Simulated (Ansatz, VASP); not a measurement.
**KTaO2 in VASP and in Ansatz**

INCAR

```
SYSTEM = KTaO2
PREC = Accurate
ENCUT = 520
EDIFF = 1E-7
ISMEAR = 0
SIGMA = 0.1
LREAL = .FALSE.
LASPH = .TRUE.
NELM = 100
ALGO = Normal
ISIF = 2
LWAVE = .FALSE.
LCHARG = .TRUE.
GGA = PE
LELF = .TRUE.
LVHAR = .TRUE.
NBANDS = 42
```

File KPOINTS:

```
regular mesh
0
G
  6 6 2
  0 0 0
```

Contents of POSCAR:

```
KTaO2
1.0
    3.3269967300      0.0000000000      0.0000000000
   -1.6634983700      2.8812636900      0.0000000000
    0.0000000000      0.0000000000     12.0141597300
K Ta O
2 2 4
Direct
    0.6666666700      0.3333333300      0.2500000000
    0.3333333300      0.6666666700      0.7500000000
    0.0000000000      0.0000000000      0.5000000000
    0.0000000000      0.0000000000      0.0000000000
    0.3333333300      0.6666666700      0.4048210400
    0.6666666700      0.3333333300      0.5951789600
    0.6666666700      0.3333333300      0.9048210400
    0.3333333300      0.6666666700      0.0951789600
```

Input for Ansatz:

```yaml
crystal:
  lattice:
    - [3.32699673, 0.0, 0.0]
    - [-1.66349837, 2.88126369, 0.0]
    - [0.0, 0.0, 12.01415973]
  atoms:
    - { symbol: K, position: [0.66666667, 0.33333333, 0.25] }
    - { symbol: K, position: [0.33333333, 0.66666667, 0.75] }
    - { symbol: Ta, position: [0.0, 0.0, 0.5] }
    - { symbol: Ta, position: [0.0, 0.0, 0.0] }
    - { symbol: O, position: [0.33333333, 0.66666667, 0.40482104] }
    - { symbol: O, position: [0.66666667, 0.33333333, 0.59517896] }
    - { symbol: O, position: [0.66666667, 0.33333333, 0.90482104] }
    - { symbol: O, position: [0.33333333, 0.66666667, 0.09517896] }
basis:
  ecutwfc: 420
kpoints:
  mp_grid: { grid: [6, 6, 2] }
hamiltonian:
  xc: pbe
scf:
  occupations: { method: gaussian, width: 0.1 }
  lower_state_search: "off"
output:
  forces: true
  stress: true
  eigenvalues: true
```

Change from the starting cell: species swapped into the NaCoO2 type (P6_3/mmc, No. 194).

Alike in both runs: task single point; functional PBE; k mesh 6 × 6 × 2; occupations gaussian, width 0.1 eV; no spin polarisation.

|  | VASP | Ansatz |
| --- | --- | --- |
| version | VASP 6.6.1 | Ansatz 0.2.0 |
| potentials or method | VASP PAW PBE potentials, release 64 (K_sv, Ta_pv, O), cutoff 520 eV | scalar-relativistic, plane waves, PAW |
| valence electrons in the cell | 64 | 68 |

VASP gave:

```
gap on the k mesh at the Fermi level (eV)                     : none
pressure (GPa)                                                : -9.4
traceless stress, the component that is largest in VASP (GPa) : 10.01
rms of the force components (eV/Å)                            : 0.208
```

Q: What did Ansatz give for the same quantities?

A: gap on the k mesh at the Fermi level (eV): none; pressure (GPa): -9.8; traceless stress, the component that is largest in VASP (GPa): 10.00; rms of the force components (eV/Å): 0.210.

Atom by atom the forces differ by 0.002 eV/Å (rms over components). A gap of «none» marks a metal or a gap that the smearing closes. VASP's potentials hold 64 valence electrons a cell and Ansatz's 68, so a difference there can come from the potentials and not from the codes.

The k mesh is coarse, so the values compare programs but aren't converged. Neither program's run includes spin-orbit coupling.
